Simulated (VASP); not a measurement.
# AlNi (Pm-3m) in VASP: single point with PBE

Aim: the single point of AlNi with PBE.

All numbers are computed with VASP 6.6.1; they aren't measurements. Logs are shortened: lines on timing, memory, paths and dates and some standing lists are left out, and cuts for length are marked.

### Step 1. The cell of the first run

Symmetry: Pm-3m, No. 221, cubic system. The conventional cell has a = 2.893 Å, b = 2.893 Å, c = 2.893 Å, α = 90.00°, β = 90.00°, γ = 90.00°. Al (site symmetry m-3m) has 8 Ni at 2.51 Å and 6 Al at 2.89 Å within 3.3 Å. Ni (site symmetry m-3m) has 8 Al at 2.51 Å and 6 Ni at 2.89 Å within 3.3 Å.

### Step 2. Single point, PBE

Input file INCAR:

```
  PREC = Accurate
  ENCUT = 520
  EDIFF = 1E-7
  ISMEAR = 0
  SIGMA = 0.1
  LREAL = F
  LASPH = T
  NELM = 60
  ALGO = Fast
  ISIF = 2
  LWAVE = F
  LCHARG = F
  GGA = PE
  NBANDS = 28
```

Input file KPOINTS:

```
Automatic mesh
0
Gamma
  12 12 8
```

Input file POSCAR:

```
AlNi
1.0
    4.0914379709      0.0000000000      0.0000000000
   -2.0457189855      3.5432892208      0.0000000000
    0.0000000000      0.0000000000      5.0109676715
Al Ni
3 3
Direct
    0.0000000000      0.0000000000      0.0000000000
    0.6666666667      0.3333333333      0.3333333333
    0.3333333333      0.6666666667      0.6666666667
    0.3333333333      0.6666666667      0.1666666667
    1.0000000000      1.0000000000      0.5000000000
    0.6666666667      0.3333333333      0.8333333333
```

Potentials or basis: VASP PAW PBE potentials, release 64 (Al, Ni).

Run with:

```bash
cat potpaw_PBE.64/Al/POTCAR potpaw_PBE.64/Ni/POTCAR > POTCAR
mpirun -np 1 vasp_std > vasp.out
```

OUTCAR:

```text
PREC = Accurate
   ENCUT = 520
   EDIFF = 1E-7
   ISMEAR = 0
   LREAL = F
   LASPH = T
   NELM = 60
   ISIF = 2
   GGA = PE

 ion  position               nearest neighbor table
   1  0.000  0.000  0.000-   4 2.51   6 2.51   5 2.51   5 2.51   6 2.51   4 2.51   6 2.51   4 2.51
                             2 2.89   3 2.89   3 2.89   2 2.89   2 2.89   3 2.89
   2  0.667  0.333  0.333-   4 2.51   4 2.51   5 2.51   6 2.51   6 2.51   5 2.51   5 2.51   4 2.51
                             1 2.89   1 2.89   3 2.89   3 2.89   1 2.89   3 2.89
   3  0.333  0.667  0.667-   6 2.51   6 2.51   5 2.51   4 2.51   4 2.51   5 2.51   5 2.51   6 2.51
                             1 2.89   2 2.89   1 2.89   1 2.89   2 2.89   2 2.89
   4  0.333  0.667  0.167-   2 2.51   2 2.51   1 2.51   3 2.51   3 2.51   1 2.51   1 2.51   2 2.51
                             5 2.89   5 2.89   6 2.89   6 2.89   5 2.89   6 2.89
   5  0.000  0.000  0.500-   2 2.51   3 2.51   1 2.51   1 2.51   2 2.51   3 2.51   2 2.51   3 2.51
                             6 2.89   4 2.89   6 2.89   4 2.89   4 2.89   6 2.89
   6  0.667  0.333  0.833-   3 2.51   3 2.51   1 2.51   2 2.51   2 2.51   1 2.51   1 2.51   3 2.51
                             5 2.89   4 2.89   5 2.89   5 2.89   4 2.89   4 2.89

  LATTYP: Found a hexagonal cell.
 ALAT       =     4.0914379709
 C/A-ratio  =     1.2247448714

  Lattice vectors:

 A1 = (   4.0914379709,   0.0000000000,   0.0000000000)
 A2 = (  -2.0457189855,   3.5432892208,   0.0000000000)
 A3 = (   0.0000000000,   0.0000000000,   5.0109676715)

Analysis of symmetry for initial positions (statically):
=====================================================================
 Subroutine PRICEL returns following result:

  LATTYP: Found a simple cubic cell.
 ALAT       =     2.8930835338

  Lattice vectors:

 A1 = (   2.0457189853,  -1.1810964068,  -1.6703225570)
 A2 = (  -0.0000000002,   2.3621928140,  -1.6703225570)
 A3 = (   2.0457189850,   1.1810964072,   1.6703225575)

   3 primitive cells build up your supercell.

 Routine SETGRP: Setting up the symmetry group for a
 hexagonal supercell.

 Subroutine GETGRP returns: Found 12 space group operations
 (whereof 12 operations were pure point group operations)
 out of a pool of 24 trial point group operations.

The static configuration has the point symmetry D_3d.

Analysis of symmetry for dynamics (positions and initial velocities):
=====================================================================
 Subroutine PRICEL returns following result:

  LATTYP: Found a simple cubic cell.
 ALAT       =     2.8930835338

  Lattice vectors:

 A1 = (   2.0457189853,  -1.1810964068,  -1.6703225570)
 A2 = (  -0.0000000002,   2.3621928140,  -1.6703225570)
 A3 = (   2.0457189850,   1.1810964072,   1.6703225575)

   3 primitive cells build up your supercell.

 Routine SETGRP: Setting up the symmetry group for a
 hexagonal supercell.

 Subroutine GETGRP returns: Found 12 space group operations
 (whereof 12 operations were pure point group operations)
 out of a pool of 24 trial point group operations.

The dynamic configuration has the point symmetry D_3d.

 Subroutine INISYM returns: Found 12 space group operations
 (whereof 12 operations are pure point group operations),
 and found     3 'primitive' translations

----------------------------------------------------------------------------------------

                                     Primitive cell

  volume of cell :      24.2149

  direct lattice vectors                    reciprocal lattice vectors
     2.045718985 -1.181096407 -1.670322557     0.244412846 -0.141111823 -0.199562253
    -0.000000000  2.362192814 -1.670322557    -0.000000000  0.282223645 -0.199562253
     2.045718985  1.181096407  1.670322558     0.244412846  0.141111823  0.199562253

  length of vectors
     2.893083534  2.893083534  2.893083534     0.345651962  0.345651962  0.345651962

  position of ions in fractional coordinates (direct lattice)
     0.000000000  0.000000000  0.000000000
     0.500000000  0.500000000  0.500000000

  ion indices of the primitive-cell ions
   primitive index   ion index
                 1           1
                 2           4

----------------------------------------------------------------------------------------

 KPOINTS: Automatic mesh

Automatic generation of k-mesh.
 Grid dimensions read from file:
 generate k-points for:   12   12    8

 Generating k-lattice:

  Cartesian coordinates                     Fractional coordinates (reciprocal lattice)
     0.020367737  0.011759319  0.000000000     0.083333333  0.000000000  0.000000000
     0.000000000  0.023518637  0.000000000     0.000000000  0.083333333  0.000000000
     0.000000000  0.000000000  0.024945282     0.000000000  0.000000000  0.125000000

  Length of vectors
     0.023518637  0.023518637  0.024945282

  Shift w.r.t. Gamma in fractional coordinates (k-lattice)
     0.000000000  0.000000000  0.000000000

 Subroutine IBZKPT returns following result:
 ===========================================

 Found    131 irreducible k-points:

 Following reciprocal coordinates:
            Coordinates               Weight
  0.000000  0.000000  0.000000      1.000000
  0.083333 -0.000000  0.000000      6.000000
  0.166667 -0.000000  0.000000      6.000000
  0.250000 -0.000000  0.000000      6.000000
  0.333333 -0.000000  0.000000      6.000000
  0.416667  0.000000  0.000000      6.000000
[... 16 lines left out ...]
  0.166667 -0.000000  0.125000      6.000000
  0.000000  0.166667  0.125000      6.000000
 [... further k-points ...]
   k-points           NKPTS =    131   k-points in BZ     NKDIM =    131   number of bands    NBANDS=     28
   number of dos      NEDOS =    301   number of ions     NIONS =      6
   total plane-waves  NPLWV =  36000
   dimension x,y,z NGX =    30 NGY =   30 NGZ =   40
   dimension x,y,z NGXF=    60 NGYF=   60 NGZF=   80
   ions per type =               3   3
   NGX,Y,Z   is equivalent  to a cutoff of  12.19, 12.19, 13.27 a.u.
   NGXF,Y,Z  is equivalent  to a cutoff of  24.38, 24.38, 26.54 a.u.
 SYSTEM =  unknown system
   PREC   = accura    normal or accurate (medium, high low for compatibility)
   ISTART =      0    job   : 0-new  1-cont  2-samecut
   ICHARG =      2    charge: 1-file 2-atom 10-const
   ISPIN  =      1    spin polarized calculation?
   LNONCOLLINEAR =      F non collinear calculations
   LSORBIT =      F    spin-orbit coupling
   LASPH  =      T    aspherical Exc in radial PAW
   ENCUT  =  520.0 eV  38.22 Ry    6.18 a.u.   7.61  7.61  9.32*2*pi/ulx,y,z
   NELM   =     60;   NELMIN=  2; NELMDL= -5     # of ELM steps
   EDIFF  = 0.1E-06   stopping-criterion for ELM
   LREAL  =      F    real-space projection
   EDIFFG = 0.1E-05   stopping-criterion for IOM
   NSW    =      0    number of steps for IOM
   IBRION =     -1    ionic relax: 0-MD 1-quasi-New 2-CG
   NFREE  =      0    steps in history (QN), initial steepest desc. (CG)
   ISIF   =      2    stress and relaxation
   ISYM   =      2    0-nonsym 1-usesym 2-fastsym
   POTIM  = 0.5000    time-step for ionic-motion
   TEBEG  =    0.0;   TEEND  =   0.0 temperature during run
   PSTRESS=    0.0 pullay stress
   NELECT =      39.0000    total number of electrons
   NUPDOWN=      -1.0000    fix difference up-down
   EMIN   =  10.00;   EMAX   =-10.00  energy-range for DOS
   EFERMI =   0.00;   METHOD = LEGACY
   ISMEAR =     0;   SIGMA  =   0.10  broadening in eV -4-tet -1-fermi 0-gaus
   EFERMI_NEDOS =   21; number of points for ismear=-14 and -15
   IALGO  =     68    algorithm
   IMIX   =      4    mixing-type and parameters
     AMIX     =   0.40;   BMIX     =  1.00
     AMIX_MAG =   1.60;   BMIX_MAG =  1.00
  volume/ion in A,a.u.               =      12.11        81.71
  Fermi-wavevector in a.u.,A,eV,Ry     =   1.330541  2.514358 24.086934  1.770340
  Thomas-Fermi vector in A             =   2.459620
   LORBIT       =      0    0 simple, 1 ext, 2 COOP (PROOUT), +10 PAW based schemes
   GGA     = PE    functional components
   LHFCALC =     F    Hartree Fock is set to
   AEXX    =    0.0000 exact exchange contribution
   IVDW    =     0    specifies the selected vdW correction
   LEPSILON=     F    determine dielectric tensor
   LRPA    =     F    only Hartree local field effects (RPA)
 non-spin polarized calculation
 RMM-DIIS sequential band-by-band and
 Gauss-broadening in eV      SIGMA  =   0.10
  energy-cutoff  :      520.00
  volume of cell :       72.64
 maximum number of plane-waves:      2010
   NGX = 15   NGY = 15   NGZ = 19

 number of electron      38.9999982 magnetization

 Free energy of the ion-electron system (eV)
  ---------------------------------------------------
  ext. energy  EPLUGINS =         0.00000000
  ---------------------------------------------------
  free energy    TOTEN  =       -31.62294680 eV

  energy without entropy =      -31.61130729  energy(sigma->0) =      -31.61712704

 E-fermi :   9.8706     XC(G=0): -11.9879

 val. band max:        9.8691556061   @ k =   0.3333   0.2500   0.1250
 cond. band min:       9.8764053737   @ k =  -0.2500  -0.4167   0.2500
 fundamental gap:      0.0072497676
 Fermi energy:         9.8706267620

 k-point     1 :       0.0000    0.0000    0.0000
  band No.  band energies     occupation
      1      -1.1854      2.00000
      2       4.0513      2.00000
      3       4.0513      2.00000
      4       6.3774      2.00000
      5       6.3774      2.00000
      6       6.3774      2.00000
[... 20 lines left out ...]
     27      15.3078      0.00000
     28      17.1957      0.00000

 k-point     2 :       0.0833   -0.0000    0.0000
  band No.  band energies     occupation
      1      -1.1009      2.00000
      2       4.1017      2.00000
      3       4.1029      2.00000
      4       6.2075      2.00000
      5       6.3318      2.00000
      6       6.3672      2.00000
[... 674 lines left out ...]
 k-point    24 :       0.0000    0.1667    0.1250
  band No.  band energies     occupation
      1      -0.7544      2.00000
      2       3.3191      2.00000
      3       4.9353      2.00000
      4       5.7617      2.00000
      5       6.1432      2.00000
      6       6.2199      2.00000
[... 20 lines left out ...]
     27      15.0537      0.00000
     28      16.1347      0.00000

 [... further k-points ...]

------------------------ aborting loop because EDIFF is reached ----------------------------------------

  FORCE on cell =-STRESS in cart. coord.  units (eV):
  Direction    XX          YY          ZZ          XY          YZ          ZX
  --------------------------------------------------------------------------------------
  -------------------------------------------------------------------------------------
  Total       -0.0021749     -0.0021749      0.0239433      0.0000000      0.0000000      0.0000000
  in kB       -0.0479679     -0.0479679      0.5280684      0.0000000      0.0000000      0.0000000
  external PRESSURE =       0.1440442 kB  Pullay stress =       0.0000000 kB

 VOLUME and BASIS-vectors are now :
 -----------------------------------------------------------------------------
  energy-cutoff  :      520.00
  volume of cell :       72.64
      direct lattice vectors                 reciprocal lattice vectors
     4.091437971  0.000000000  0.000000000     0.244412846  0.141111823  0.000000000
    -2.045718986  3.543289221  0.000000000     0.000000000  0.282223645  0.000000000
     0.000000000  0.000000000  5.010967672     0.000000000  0.000000000  0.199562253

 POSITION                                       TOTAL-FORCE (eV/Angst)
 -----------------------------------------------------------------------------------
      0.00000      0.00000      0.00000         0.000000      0.000000     -0.000000
      2.04572      1.18110      1.67032        -0.000000      0.000000     -0.000000
     -0.00000      2.36219      3.34065         0.000000      0.000000     -0.000000
     -0.00000      2.36219      0.83516         0.000000     -0.000000      0.000000
      0.00000      0.00000      2.50548        -0.000000      0.000000     -0.000000
      2.04572      1.18110      4.17581        -0.000000      0.000000     -0.000000
 -----------------------------------------------------------------------------------
    total drift:                               -0.000000      0.000000     -0.000000

  FREE ENERGIE OF THE ION-ELECTRON SYSTEM (eV)
  ---------------------------------------------------
  free  energy   TOTEN  =       -31.6229467968 eV

  energy  without entropy=      -31.6113072915  energy(sigma->0) =      -31.61712704
```

Run time: 7.2 min. Hardware: 1 thread of Intel Xeon Platinum 8259CL at 2.50GHz (Skylake/Cascade Lake), shared host; peak memory 0.34 GiB.

What came out:

* Free energy: -31.6229 eV
* Pressure: 0.0 GPa
* Band gap on the k mesh: zero (an odd number of electrons rules out a gap without spin polarisation)

Spin polarisation is off, so any magnetic state and its effect on volume and gap are missing.
